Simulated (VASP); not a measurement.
# PbI2 (P-3m1) in VASP: vibrations by perturbation theory with PBEsol

Aim: the vibrations by perturbation theory of PbI2 with PBEsol.

Program: VASP 6.6.1. These are calculated values, not measurements. Logs are shortened: lines on timing, memory, paths and dates and some standing lists are left out, and cuts for length are marked.

## Step 1: The cell of the first run

Symmetry: P-3m1, No. 164, trigonal system. Conventional cell: a = 4.543 Å, b = 4.543 Å, c = 7.074 Å, α = 90.00°, β = 90.00°, γ = 120.00°. Within 4.2 Å of Pb (site symmetry -3m) lie 6 I at 3.22 Å. Within 4.3 Å of I (site symmetry 3m) lie 3 Pb at 3.22 Å and 3 I at 4.26 Å.

## Step 2: Vibrations by perturbation theory, PBEsol

Contents of INCAR:

```
SYSTEM = PbI2
  PREC = Accurate
  ENCUT = 500
  EDIFF = 1E-8
  ISMEAR = 0
  SIGMA = 0.05
  LREAL = .False.
  LASPH = .True.
  NELM = 120
  ALGO = Normal
  ISIF = 2
  LWAVE = .False.
  LCHARG = .False.
  GGA = PS
  IBRION = 8
  NSW = 1
  GGA_COMPAT = .False.
```

Contents of KPOINTS:

```
Automatic mesh
0
Gamma
  6 6 4
  0 0 0
```

Contents of POSCAR:

```
PbI2
1.0
    4.5429842344      0.0000000000      0.0000000000
   -2.2714921172      3.9343397559      0.0000000000
    0.0000000000      0.0000000000      7.0743830211
Pb I
1 2
Direct
    0.0000000000      0.0000000000      0.0000000000
    0.3333333333      0.6666666667      0.2630891600
    0.6666666667      0.3333333333      0.7369108400
```

Potentials or basis: VASP PAW PBE potentials, release 64 (Pb_d, I).

Launch:

```bash
cat potpaw_PBE.64/Pb_d/POTCAR potpaw_PBE.64/I/POTCAR > POTCAR
mpirun -np 1 vasp_std > vasp.out
```

OUTCAR:

```text
SYSTEM = PbI2
   PREC = Accurate
   ENCUT = 500
   EDIFF = 1E-8
   ISMEAR = 0
   LREAL = .False.
   LASPH = .True.
   NELM = 120
   ISIF = 2
   GGA = PS
   IBRION = 8
   NSW = 1

 ion  position               nearest neighbor table
   1  0.000  0.000  0.000-   2 3.22   3 3.22   2 3.22   3 3.22   3 3.22   2 3.22
   2  0.333  0.667  0.263-   1 3.22   1 3.22   1 3.22
   3  0.667  0.333  0.737-   1 3.22   1 3.22   1 3.22

  LATTYP: Found a hexagonal cell.
 ALAT       =     4.5429842344
 C/A-ratio  =     1.5572105594

  Lattice vectors:

 A1 = (   4.5429842344,   0.0000000000,   0.0000000000)
 A2 = (  -2.2714921172,   3.9343397559,   0.0000000000)
 A3 = (   0.0000000000,   0.0000000000,   7.0743830211)

Analysis of symmetry for initial positions (statically):
=====================================================================
 Subroutine PRICEL returns:
 Original cell was already a primitive cell.

 Routine SETGRP: Setting up the symmetry group for a
 hexagonal supercell.

 Subroutine GETGRP returns: Found 12 space group operations
 (whereof 12 operations were pure point group operations)
 out of a pool of 24 trial point group operations.

The static configuration has the point symmetry D_3d.

Analysis of symmetry for dynamics (positions and initial velocities):
=====================================================================
 Subroutine PRICEL returns:
 Original cell was already a primitive cell.

 Routine SETGRP: Setting up the symmetry group for a
 hexagonal supercell.

 Subroutine GETGRP returns: Found 12 space group operations
 (whereof 12 operations were pure point group operations)
 out of a pool of 24 trial point group operations.

The dynamic configuration has the point symmetry D_3d.

 Subroutine INISYM returns: Found 12 space group operations
 (whereof 12 operations are pure point group operations),
 and found     1 'primitive' translations

----------------------------------------------------------------------------------------

                                     Primitive cell

  volume of cell :     126.4450

  direct lattice vectors                    reciprocal lattice vectors
     4.542984234  0.000000000  0.000000000     0.220119628  0.127086127  0.000000000
    -2.271492117  3.934339756  0.000000000     0.000000000  0.254172253  0.000000000
     0.000000000  0.000000000  7.074383021     0.000000000  0.000000000  0.141355083

  length of vectors
     4.542984234  4.542984234  7.074383021     0.254172253  0.254172253  0.141355083

  position of ions in fractional coordinates (direct lattice)
     0.000000000  0.000000000  0.000000000
     0.333333333  0.666666667  0.263089160
     0.666666667  0.333333333  0.736910840

  ion indices of the primitive-cell ions
   primitive index   ion index
                 1           1
                 2           2
                 3           3

----------------------------------------------------------------------------------------

 KPOINTS: Automatic mesh

Automatic generation of k-mesh.
 Grid dimensions read from file:
 generate k-points for:    6    6    4

 Generating k-lattice:

  Cartesian coordinates                     Fractional coordinates (reciprocal lattice)
[... 90 lines left out ...]
 non-spin polarized calculation
 Gauss-broadening in eV      SIGMA  =   0.05
  energy-cutoff  :      500.00
  volume of cell :      126.44
 maximum number of plane-waves:      3234
 NGX is ok and might be reduce to    36
   NGX = 17   NGY = 17   NGZ = 25

--------------------------------------- Ionic step        1  -------------------------------------------

 number of electron      28.0000003 magnetization

 Free energy of the ion-electron system (eV)
  ---------------------------------------------------
  ext. energy  EPLUGINS =         0.00000000
  ---------------------------------------------------
  free energy    TOTEN  =        -9.33772603 eV

  energy without entropy =       -9.33772603  energy(sigma->0) =       -9.33772603

 E-fermi :   2.7180     XC(G=0):  -8.2700

 val. band max:        2.4637883092   @ k =   0.0000   0.0000   0.5000
 cond. band min:       4.6197663179   @ k =   0.0000   0.0000   0.5000
 fundamental gap:      2.1559780087
 Fermi energy:         2.7180465663

 k-point     1 :       0.0000    0.0000    0.0000
  band No.  band energies     occupation
      1     -13.5573      2.00000
      2     -13.5573      2.00000
      3     -13.5412      2.00000
      4     -13.5331      2.00000
      5     -13.5331      2.00000
      6      -9.7617      2.00000
[... 493 lines left out ...]
     17       6.6154      0.00000
     18       9.4089      0.00000

------------------------ aborting loop because EDIFF is reached ----------------------------------------

  FORCE on cell =-STRESS in cart. coord.  units (eV):
  Direction    XX          YY          ZZ          XY          YZ          ZX
  --------------------------------------------------------------------------------------
  -------------------------------------------------------------------------------------
  Total       -0.0082229     -0.0082229     -0.0070587      0.0000000      0.0000000      0.0000000
  in kB       -0.1041917     -0.1041917     -0.0894410      0.0000000      0.0000000      0.0000000
  external PRESSURE =      -0.0992748 kB  Pullay stress =       0.0000000 kB

 VOLUME and BASIS-vectors are now :
 -----------------------------------------------------------------------------
  energy-cutoff  :      500.00
  volume of cell :      126.44
      direct lattice vectors                 reciprocal lattice vectors
     4.542984234  0.000000000  0.000000000     0.220119628  0.127086127  0.000000000
    -2.271492117  3.934339756  0.000000000     0.000000000  0.254172253  0.000000000
     0.000000000  0.000000000  7.074383021     0.000000000  0.000000000  0.141355083

 POSITION                                       TOTAL-FORCE (eV/Angst)
 -----------------------------------------------------------------------------------
      0.00000      0.00000      0.00000        -0.000000      0.000000      0.000000
     -0.00000      2.62289      1.86119        -0.000000      0.000000      0.002988
      2.27149      1.31145      5.21319         0.000000     -0.000000     -0.002988
 -----------------------------------------------------------------------------------
    total drift:                               -0.000000     -0.000000     -0.000000

  FREE ENERGIE OF THE ION-ELECTRON SYSTEM (eV)
  ---------------------------------------------------
  free  energy   TOTEN  =        -9.3377260331 eV

  energy  without entropy=       -9.3377260331  energy(sigma->0) =       -9.33772603

[... ionic steps 2 to 3 ...]

--------------------------------------- Ionic step        4  -------------------------------------------

------------------------ aborting loop because EDIFF is reached ----------------------------------------
[... 11 lines left out ...]
[... ionic steps 8 to 8 ...]

--------------------------------------- Ionic step        9  -------------------------------------------

 Free energy of the ion-electron system (eV)
  ---------------------------------------------------
  ---------------------------------------------------
  free energy    TOTEN  =        -0.09720250 eV

  energy without entropy =       -0.09720250

------------------------ aborting loop because EDIFF is reached ----------------------------------------

 INTERNAL STRAIN TENSOR  FOR ION    2  DIRECTION 3   (eV/Angst):
 -----------------------------------------------------------------------------
    -4.57025  0.00000  0.00000
     0.00000 -4.57025  0.00000
     0.00000  0.00000 -6.07335

 INTERNAL STRAIN TENSOR FOR ION    3 for displacements in x,y,z  (eV/Angst):
          X           Y           Z          XY          YZ          ZX
  --------------------------------------------------------------------------------
  x     0.00000     0.00000     0.00000    -2.66253     0.00000     4.42187
  y    -2.66253     2.66253     0.00000     0.00000     4.75792     0.00000
  z     4.57025     4.57025     6.07335     0.00000     0.00000     0.00000

 SECOND DERIVATIVES (NOT SYMMETRIZED)
 ------------------------------------
               1X          1Y          1Z          2X          2Y          2Z          3X          3Y          3Z
  1X    -1.640623    0.000000    0.000000    0.820312    0.000000    0.000000    0.820312    0.000000    0.000000
  1Y     0.000000   -1.640623    0.000000    0.000000    0.820312    0.000000    0.000000    0.820312    0.000000
  1Z     0.000000   -0.000000   -5.369562   -0.000000   -0.000000    2.684781    0.000000   -0.000000    2.684781
  2X     0.818080    0.000000    0.000000   -1.771228    0.000000    0.000000    0.953148    0.000000    0.000000
  2Y     0.000000    0.818080    0.000000    0.000000   -1.771228    0.000000    0.000000    0.953148   -0.000000
  2Z     0.000000    0.000000    2.693955    0.000000    0.000000   -3.241511   -0.000000   -0.000000    0.547556
  3X     0.818080    0.000000    0.000000    0.953148    0.000000    0.000000   -1.771228    0.000000    0.000000
  3Y     0.000000    0.818080    0.000000    0.000000    0.953148   -0.000000    0.000000   -1.771228    0.000000
  3Z     0.000000    0.000000    2.693955   -0.000000   -0.000000    0.547556    0.000000    0.000000   -3.241511

 Eigenvectors and eigenvalues of the dynamical matrix
 ----------------------------------------------------

   1 f  =    3.394378 THz    21.327508 2PiTHz  113.224274 cm-1    14.038015 meV
             X         Y         Z           dx          dy          dz
      0.000000  0.000000  0.000000    -0.000000    0.000000    0.741421
     -0.000000  2.622893  1.861193    -0.000000   -0.000000   -0.474497
      2.271492  1.311447  5.213190     0.000000   -0.000000   -0.474497
[... 43 lines left out ...]
   9 f/i=    0.002881 THz     0.018099 2PiTHz    0.096085 cm-1     0.011913 meV
             X         Y         Z           dx          dy          dz
      0.000000  0.000000  0.000000    -0.000000   -0.000000   -0.671040
     -0.000000  2.622893  1.861193     0.000000    0.000000   -0.524264
      2.271492  1.311447  5.213190    -0.000000   -0.000000   -0.524264

--------------------------------------------------------------------------------------------------------

 ELASTIC MODULI CONTR FROM IONIC RELAXATION (kBar)
 Direction    XX          YY          ZZ          XY          YZ          ZX
 --------------------------------------------------------------------------------
 XX        -205.6388    -73.7548   -185.6414     -0.0000    117.8377      0.0000
 YY         -73.7548   -205.6388   -185.6414      0.0000   -117.8377     -0.0000
 ZZ        -185.6414   -185.6414   -246.6966     -0.0000     -0.0000      0.0000
 XY          -0.0000      0.0000     -0.0000    -65.9420      0.0000    109.5149
 YZ         117.8377   -117.8377     -0.0000      0.0000   -210.5750     -0.0000
 ZX           0.0000     -0.0000      0.0000    109.5149     -0.0000   -181.8798
 --------------------------------------------------------------------------------
```

Wall time 4.7 min (1 thread of Intel Xeon 6975P-C (Granite Rapids), shared host); peak memory 0.63 GiB.

Results:

* Highest phonon frequency at Γ, LO-TO splitting left out: 113 cm⁻¹

Phonon frequencies in cm⁻¹ (negative: imaginary):
```csv
q point,frequencies
"(0.000, 0.000, 0.000)",0 0 0 62 62 76 76 90 113
```

Caveat: the PAW data sets were made with another functional, which shifts forces and pressure a little; spin-orbit coupling is left out, which moves the levels of the heavy elements; this functional lacks dispersion, which binds the layers, so the pressure and a relaxed spacing across them are unreliable.
